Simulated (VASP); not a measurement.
Input of a VASP 6.6.1 run:

The input INCAR:

```
SYSTEM = LaLu2N3
PREC = Accurate ; ENCUT = 520
EDIFF = 1E-7 ; ISMEAR = 0
SIGMA = 0.1 ; LREAL = .FALSE.
LASPH = .TRUE. ; NELM = 60
ALGO = Normal ; ISIF = 2
LWAVE = .FALSE. ; LCHARG = .FALSE.
GGA = PE ; NBANDS = 47
```

Contents of KPOINTS:

```
Automatic mesh
0
G
  12 12 4
  0 0 0
```

Contents of POSCAR:

```
LaLu2N3
1.0
    3.4827847110      0.0000000000      0.0000000000
   -1.7413923555      3.0161800356      0.0000000000
    0.0000000000      0.0000000000      8.6265336792
La Lu N
1 2 3
Direct
    0.0000000000      0.0000000000      0.0000000000
    0.6666666667      0.3333333333      0.6569186932
    0.3333333333      0.6666666667      0.3430813068
    0.0000000000      0.0000000000      0.5000000000
    0.6666666667      0.3333333333      0.1869286393
    0.3333333333      0.6666666667      0.8130713607
```

Potentials or basis: VASP PAW PBE potentials, release 64 (La, Lu, N).

The run is started by

```bash
$ cat potpaw_PBE.64/La/POTCAR potpaw_PBE.64/Lu/POTCAR potpaw_PBE.64/N/POTCAR > POTCAR
$ mpirun -np 1 vasp_std > vasp.out
```

Problem. Estimate the band gap on the k mesh.

Solution. Zero (filled and empty bands overlap).

Problem. Predict the pressure.

Solution. 0.4 GPa.

Problem. Predict the largest force.

Solution. 0.057 eV/Å.

Stress tensor (GPa, compression positive):
```
0.40 0.00 0.00
0.00 0.40 0.00
0.00 0.00 0.29
```

Caveat: spin-orbit coupling is left out, which moves the levels of the heavy elements.
